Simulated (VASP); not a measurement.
LiCl, 2 atoms in the cell. It takes space group I4/mmm (No. 139, tetragonal). The conventional cell has a = 3.615 Å, b = 3.615 Å, c = 4.908 Å, α = 90.00°, β = 90.00°, γ = 90.00°. Li (site symmetry 4/mmm) has 6 Cl at 2.45 to 2.56 Å within 3.2 Å. Within 3.2 Å of Cl (site symmetry 4/mmm) lie 6 Li at 2.45 to 2.56 Å.  This cell differs from its parent crystal: uniaxial z strain -4.0%.

```yaml
Program: VASP 6.6.1
Task: single point
Functional: HSE06
Potentials_or_basis: VASP PAW PBE potentials, release 64 (Li_sv, Cl)
Cutoff: 520 eV
k_mesh: 6 × 6 × 6
Occupations: gaussian, width 0.01 eV
Spin: no spin polarisation
Dipole_correction: no
Grid_for_exact_exchange_PRECFOCK: Normal
Further_INCAR_settings: ALGO = Normal; EDIFF = 1e-07; NBANDS = 12
Share_of_exact_exchange: 0.25
Screening_parameter: 0.2079 1/Å
```

Potentials or basis: VASP PAW PBE potentials, release 64 (Li_sv, Cl).

Launch:

```sh
$ cat potpaw_PBE.64/Li_sv/POTCAR potpaw_PBE.64/Cl/POTCAR > POTCAR
$ cp INCAR.step1 INCAR
$ mpirun -np 1 vasp_std > vasp.out
$ cp INCAR.step2 INCAR
$ mpirun -np 1 vasp_std > vasp.out
```

Hardware: 1 thread of Intel(R) Xeon(R) 6975P-C (Granite Rapids) (shared host).

Question: How long does it take, and how much memory?

Answer: It took 7.8 min on 1 thread of Intel(R) Xeon(R) 6975P-C (Granite Rapids), with other jobs on the host, peak memory 0.27 GiB. Counts: k points 30.
